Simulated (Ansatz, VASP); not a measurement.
# One calculation of TeS2F2, two programs

The input INCAR:

```
PREC     = Accurate       # precision mode
ENCUT    = 520            # plane-wave cutoff, eV
EDIFF    = 1E-7           # SCF threshold, eV
ISMEAR   = 0              # smearing method
SIGMA    = 0.1            # smearing width, eV
LREAL    = F              # projectors in reciprocal space
LASPH    = T              # aspherical terms in the spheres
NELM     = 80             # most SCF steps
ALGO     = Normal         # electronic algorithm
ISIF     = 2              # what is computed and relaxed
LWAVE    = F              # write WAVECAR
LCHARG   = T              # write CHGCAR
GGA      = PE             # functional
LELF     = T              # ELF
LVHAR    = T            
NBANDS   = 24             # bands
```

KPOINTS

```
regular mesh
0
Gamma
  6 6 4
```

POSCAR

```
TeS2F2
1.0
    4.2262282800      0.0000000000      0.0000000000
   -2.1131141400      3.6600210500      0.0000000000
    0.0000000000      0.0000000000      7.2569105300
Te S F
1 2 2
Direct
    0.0000000000      0.0000000000      0.0000000000
    0.3333333300      0.6666666700      0.0000000000
    0.6666666700      0.3333333300      0.0000000000
    0.3333333300      0.6666666700      0.5000000000
    0.6666666700      0.3333333300      0.5000000000
```

Input for Ansatz:

```yaml
crystal:
  lattice:
    - [4.22622828, 0.0, 0.0]
    - [-2.11311414, 3.66002105, 0.0]
    - [0.0, 0.0, 7.25691053]
  atoms:
    - { symbol: Te, position: [0.0, 0.0, 0.0] }
    - { symbol: S, position: [0.33333333, 0.66666667, 0.0] }
    - { symbol: S, position: [0.66666667, 0.33333333, 0.0] }
    - { symbol: F, position: [0.33333333, 0.66666667, 0.5] }
    - { symbol: F, position: [0.66666667, 0.33333333, 0.5] }
basis:
  ecutwfc: 420
kpoints:
  mp_grid: { grid: [6, 6, 4] }
hamiltonian:
  xc: pbe
scf:
  occupations: { method: gaussian, width: 0.1 }
  lower_state_search: "off"
output:
  forces: true
  stress: true
  eigenvalues: true
```

Alike in both runs: task single point; functional PBE; k mesh 6 × 6 × 4; occupations gaussian, width 0.1 eV; no spin polarisation.

```csv
,VASP,Ansatz
version,VASP 6.6.1,Ansatz 0.2.0
potentials or method,"VASP PAW PBE potentials, release 64 (Te, S, F), cutoff 520 eV","scalar-relativistic, plane waves, PAW"
valence electrons in the cell,32,42
```

|  | VASP | Ansatz | Ansatz less VASP |
| --- | --- | --- | --- |
| gap on the k mesh at the Fermi level (eV) | none | none | - |
| pressure (GPa) | 17.2 | 17.5 | +0.23 |
| traceless stress, the component that is largest in VASP (GPa) | -21.25 | -21.34 | -0.085 |

A gap of «none» marks a metal or a gap that the smearing closes. VASP's potentials hold 32 valence electrons a cell and Ansatz's 42, so a difference there can come from the potentials and not from the codes.

Spin-orbit coupling is off throughout.
